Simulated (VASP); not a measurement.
# I (P6/mmm) in VASP: single point with PBE

Aim: the single point of I with PBE.

Everything below comes from runs of VASP 6.6.1. Logs are shortened: lines on timing, memory, paths and dates and some standing lists are left out, and cuts for length are marked.

### 1 The cell of the first run

The structure is hexagonal, space group P6/mmm (No. 191). Conventional cell: a = 4.688 Å, b = 4.688 Å, c = 2.724 Å, α = 90.00°, β = 90.00°, γ = 120.00°. Within 3.6 Å of I (site symmetry 6/mmm) lie 14 I at 2.72 to 3.03 Å. I (site symmetry -6m2) has 11 I at 2.71 to 3.03 Å within 3.6 Å.

### 2 Single point, PBE

File INCAR:

```
PREC = Accurate
ENCUT = 500
EDIFF = 1E-6
ISMEAR = -1
SIGMA = 0.05
LREAL = F
LASPH = T
NELM = 120
ALGO = Normal
ISIF = 2
LWAVE = F
LCHARG = F
GGA = PE
NBANDS = 18
GGA_COMPAT = F
```

File KPOINTS:

```
regular mesh
0
Gamma
  8 8 11
```

File POSCAR:

```
I
1.0
    4.6879928140      0.0000000000      0.0000000000
   -2.3439964070      4.0599208697      0.0000000000
    0.0000000000      0.0000000000      2.7239237106
I
3
Direct
    0.0000000000      0.0000000000      0.0000000000
    0.3333333333      0.6666666667      0.5000000000
    0.6666666667      0.3333333333      0.5000000000
```

Potentials or basis: VASP PAW PBE potentials, release 64 (I).

The run is started by

```
> cat potpaw_PBE.64/I/POTCAR > POTCAR
> mpirun -np 1 vasp_std > vasp.out
```

OUTCAR:

```text
PREC = Accurate
   ENCUT = 500
   EDIFF = 1E-6
   ISMEAR = -1
   LREAL = F
   LASPH = T
   NELM = 120
   ISIF = 2
   GGA = PE

 ion  position               nearest neighbor table
   1  0.000  0.000  0.000-   2 3.03   3 3.03   2 3.03   3 3.03   3 3.03   3 3.03   2 3.03   2 3.03
                             3 3.03   3 3.03   2 3.03   2 3.03
   2  0.333  0.667  0.500-   3 2.71   3 2.71   3 2.71   1 3.03   1 3.03   1 3.03   1 3.03   1 3.03
                             1 3.03
   3  0.667  0.333  0.500-   2 2.71   2 2.71   2 2.71   1 3.03   1 3.03   1 3.03   1 3.03   1 3.03
                             1 3.03

  LATTYP: Found a hexagonal cell.
 ALAT       =     4.6879928140
 C/A-ratio  =     0.5810426378

  Lattice vectors:

 A1 = (   4.6879928140,   0.0000000000,   0.0000000000)
 A2 = (  -2.3439964070,   4.0599208697,   0.0000000000)
 A3 = (   0.0000000000,   0.0000000000,   2.7239237106)

Analysis of symmetry for initial positions (statically):
=====================================================================
 Subroutine PRICEL returns:
 Original cell was already a primitive cell.

 Routine SETGRP: Setting up the symmetry group for a
 hexagonal supercell.

 Subroutine GETGRP returns: Found 24 space group operations
 (whereof 24 operations were pure point group operations)
 out of a pool of 24 trial point group operations.

The static configuration has the point symmetry D_6h.

Analysis of symmetry for dynamics (positions and initial velocities):
=====================================================================
 Subroutine PRICEL returns:
 Original cell was already a primitive cell.

 Routine SETGRP: Setting up the symmetry group for a
 hexagonal supercell.

 Subroutine GETGRP returns: Found 24 space group operations
 (whereof 24 operations were pure point group operations)
 out of a pool of 24 trial point group operations.

The dynamic configuration has the point symmetry D_6h.

 Subroutine INISYM returns: Found 24 space group operations
 (whereof 24 operations are pure point group operations),
 and found     1 'primitive' translations

----------------------------------------------------------------------------------------

                                     Primitive cell

  volume of cell :      51.8441

  direct lattice vectors                    reciprocal lattice vectors
     4.687992814  0.000000000  0.000000000     0.213310907  0.123155110  0.000000000
    -2.343996407  4.059920870  0.000000000     0.000000000  0.246310219  0.000000000
     0.000000000  0.000000000  2.723923711     0.000000000  0.000000000  0.367117477

  length of vectors
     4.687992814  4.687992814  2.723923711     0.246310219  0.246310219  0.367117477

  position of ions in fractional coordinates (direct lattice)
     0.000000000  0.000000000  0.000000000
     0.333333333  0.666666667  0.500000000
     0.666666667  0.333333333  0.500000000

  ion indices of the primitive-cell ions
   primitive index   ion index
                 1           1
                 2           2
                 3           3

----------------------------------------------------------------------------------------

 KPOINTS: regular mesh

Automatic generation of k-mesh.
 Grid dimensions read from file:
 generate k-points for:    8    8   11

 Generating k-lattice:

  Cartesian coordinates                     Fractional coordinates (reciprocal lattice)
     0.026663863  0.015394389  0.000000000     0.125000000  0.000000000  0.000000000
     0.000000000  0.030788777  0.000000000     0.000000000  0.125000000  0.000000000
     0.000000000  0.000000000  0.033374316     0.000000000  0.000000000  0.090909091

  Length of vectors
     0.030788777  0.030788777  0.033374316

  Shift w.r.t. Gamma in fractional coordinates (k-lattice)
     0.000000000  0.000000000  0.000000000

 Subroutine IBZKPT returns following result:
 ===========================================

 Found     60 irreducible k-points:

 Following reciprocal coordinates:
            Coordinates               Weight
  0.000000  0.000000  0.000000      1.000000
  0.125000  0.000000  0.000000      6.000000
  0.250000  0.000000  0.000000      6.000000
  0.375000 -0.000000  0.000000      6.000000
  0.500000  0.000000  0.000000      3.000000
  0.125000  0.125000  0.000000      6.000000
[... 16 lines left out ...]
  0.250000  0.000000  0.181818     12.000000
  0.375000 -0.000000  0.181818     12.000000
 [... further k-points ...]
   k-points           NKPTS =     60   k-points in BZ     NKDIM =     60   number of bands    NBANDS=     18
   number of dos      NEDOS =    301   number of ions     NIONS =      3
   total plane-waves  NPLWV =  25920
   dimension x,y,z NGX =    36 NGY =   36 NGZ =   20
   dimension x,y,z NGXF=    72 NGYF=   72 NGZF=   40
   ions per type =               3
   NGX,Y,Z   is equivalent  to a cutoff of  12.77, 12.77, 12.21 a.u.
   NGXF,Y,Z  is equivalent  to a cutoff of  25.53, 25.53, 24.41 a.u.
 SYSTEM =  unknown system
   PREC   = accura    normal or accurate (medium, high low for compatibility)
   ISTART =      0    job   : 0-new  1-cont  2-samecut
   ICHARG =      2    charge: 1-file 2-atom 10-const
   ISPIN  =      1    spin polarized calculation?
   LNONCOLLINEAR =      F non collinear calculations
   LSORBIT =      F    spin-orbit coupling
   LASPH  =      T    aspherical Exc in radial PAW
   ENCUT  =  500.0 eV  36.75 Ry    6.06 a.u.   8.55  8.55  4.97*2*pi/ulx,y,z
   NELM   =    120;   NELMIN=  2; NELMDL= -5     # of ELM steps
   EDIFF  = 0.1E-05   stopping-criterion for ELM
   LREAL  =      F    real-space projection
   EDIFFG = 0.1E-04   stopping-criterion for IOM
   NSW    =      0    number of steps for IOM
   IBRION =     -1    ionic relax: 0-MD 1-quasi-New 2-CG
   NFREE  =      0    steps in history (QN), initial steepest desc. (CG)
   ISIF   =      2    stress and relaxation
   ISYM   =      2    0-nonsym 1-usesym 2-fastsym
   POTIM  = 0.5000    time-step for ionic-motion
   TEBEG  =    0.0;   TEEND  =   0.0 temperature during run
   PSTRESS=    0.0 pullay stress
   NELECT =      21.0000    total number of electrons
   NUPDOWN=      -1.0000    fix difference up-down
   EMIN   =  10.00;   EMAX   =-10.00  energy-range for DOS
   EFERMI =   0.00;   METHOD = LEGACY
   ISMEAR =    -1;   SIGMA  =   0.05  broadening in eV -4-tet -1-fermi 0-gaus
   EFERMI_NEDOS =   21; number of points for ismear=-14 and -15
   IALGO  =     38    algorithm
   IMIX   =      4    mixing-type and parameters
     AMIX     =   0.40;   BMIX     =  1.00
     AMIX_MAG =   1.60;   BMIX_MAG =  1.00
  volume/ion in A,a.u.               =      17.28       116.62
  Fermi-wavevector in a.u.,A,eV,Ry     =   1.211290  2.289006 19.962785  1.467223
  Thomas-Fermi vector in A             =   2.346810
   LORBIT       =      0    0 simple, 1 ext, 2 COOP (PROOUT), +10 PAW based schemes
   GGA     = PE    functional components
   LHFCALC =     F    Hartree Fock is set to
   AEXX    =    0.0000 exact exchange contribution
   IVDW    =     0    specifies the selected vdW correction
   LEPSILON=     F    determine dielectric tensor
   LRPA    =     F    only Hartree local field effects (RPA)
 non-spin polarized calculation
  energy-cutoff  :      500.00
  volume of cell :       51.84
 maximum number of plane-waves:      1342
 NGX is ok and might be reduce to    36
   NGX = 17   NGY = 17   NGZ =  9

 number of electron      20.9999997 magnetization

 Free energy of the ion-electron system (eV)
  ---------------------------------------------------
  ext. energy  EPLUGINS =         0.00000000
  ---------------------------------------------------
  free energy    TOTEN  =         6.40363799 eV

  energy without entropy =        6.41660294  energy(sigma->0) =        6.41012046

 E-fermi :  17.0031     XC(G=0): -12.5353

 val. band max:       16.9933340704   @ k =   0.2500   0.1250   0.0000
 cond. band min:      17.0330527297   @ k =   0.2500   0.1250   0.4545
 fundamental gap:      0.0397186592
 Fermi energy:        17.0030782583

 k-point     1 :       0.0000    0.0000    0.0000
  band No.  band energies     occupation
      1      -3.9793      2.00000
      2       2.6094      2.00000
      3       2.6707      2.00000
      4       7.5376      2.00000
      5       7.5376      2.00000
      6       8.0261      2.00000
[... 10 lines left out ...]
     17      27.2842      0.00000
     18      28.4533      0.00000

 k-point     2 :       0.1250    0.0000    0.0000
  band No.  band energies     occupation
      1      -3.8349      2.00000
      2       2.1490      2.00000
      3       2.3580      2.00000
      4       6.7106      2.00000
      5       7.3479      2.00000
      6       9.1263      2.00000
[... 10 lines left out ...]
     17      27.3349      0.00000
     18      27.9683      0.00000

 k-point     3 :       0.2500    0.0000    0.0000
  band No.  band energies     occupation
      1      -3.4033      2.00000
      2       0.9077      2.00000
      3       1.9185      2.00000
      4       5.9646      2.00000
      5       8.2699      2.00000
      6      10.6860      2.00000
[... 10 lines left out ...]
     17      26.6968      0.00000
     18      27.4424      0.00000

 k-point     4 :       0.3750   -0.0000    0.0000
  band No.  band energies     occupation
      1      -2.6910      2.00000
      2      -0.4638      2.00000
      3       1.6012      2.00000
      4       5.5091      2.00000
      5       9.8995      2.00000
      6      12.4758      2.00000
[... 375 lines left out ...]
      4       7.3566      2.00000
      5       7.9643      2.00000
      6       9.7546      2.00000
[... 10 lines left out ...]
     17      26.4783      0.00000
     18      26.5106      0.00000

 k-point    23 :       0.2500    0.0000    0.1818
  band No.  band energies     occupation
      1      -2.7263      2.00000
      2       1.5509      2.00000
      3       2.5270      2.00000
      4       6.6295      2.00000
      5       8.8133      2.00000
      6      11.2638      2.00000
[... 10 lines left out ...]
     17      26.5021      0.00000
     18      26.6265      0.00000

 k-point    24 :       0.3750   -0.0000    0.1818
  band No.  band energies     occupation
      1      -2.0177      2.00000
      2       0.1978      2.00000
      3       2.2188      2.00000
      4       6.1829      2.00000
      5      10.2973      2.00000
      6      12.5650      2.00000
[... 10 lines left out ...]
     17      27.2017      0.00000
     18      27.5810      0.00000

 [... further k-points ...]

------------------------ aborting loop because EDIFF is reached ----------------------------------------

  FORCE on cell =-STRESS in cart. coord.  units (eV):
  Direction    XX          YY          ZZ          XY          YZ          ZX
  --------------------------------------------------------------------------------------
  -------------------------------------------------------------------------------------
  Total       35.5169054     35.5169054     35.4878351      0.0000000     -0.0000000      0.0000000
  in kB     1097.6054505   1097.6054505   1096.7070674      0.0000000     -0.0000000      0.0000000
  external PRESSURE =    1097.3059895 kB  Pullay stress =       0.0000000 kB

 VOLUME and BASIS-vectors are now :
 -----------------------------------------------------------------------------
  energy-cutoff  :      500.00
  volume of cell :       51.84
      direct lattice vectors                 reciprocal lattice vectors
     4.687992814  0.000000000  0.000000000     0.213310907  0.123155110  0.000000000
    -2.343996407  4.059920870  0.000000000     0.000000000  0.246310219  0.000000000
     0.000000000  0.000000000  2.723923711     0.000000000  0.000000000  0.367117477

 POSITION                                       TOTAL-FORCE (eV/Angst)
 -----------------------------------------------------------------------------------
      0.00000      0.00000      0.00000         0.000000      0.000000      0.000000
     -0.00000      2.70661      1.36196         0.000000     -0.000000     -0.000000
      2.34400      1.35331      1.36196        -0.000000      0.000000      0.000000
 -----------------------------------------------------------------------------------
    total drift:                               -0.000000     -0.000000     -0.000000

  FREE ENERGIE OF THE ION-ELECTRON SYSTEM (eV)
  ---------------------------------------------------
  free  energy   TOTEN  =         6.4036379897 eV

  energy  without entropy=        6.4166029378  energy(sigma->0) =        6.41012046
```

It took 36 s on 1 thread of Intel Xeon Platinum 8488C (Sapphire Rapids), shared host; peak memory 0.18 GiB.

Results:

* Free energy: 6.4036 eV
* Pressure: 109.7 GPa
* Band gap on the k mesh: zero (an odd number of electrons rules out a gap without spin polarisation)

Caveat: the cell stands under pressure; spin-orbit coupling is left out, which moves the levels of the heavy elements; an odd number of electrons without spin polarisation forces a metal; a magnetic or distorted state may lie lower.
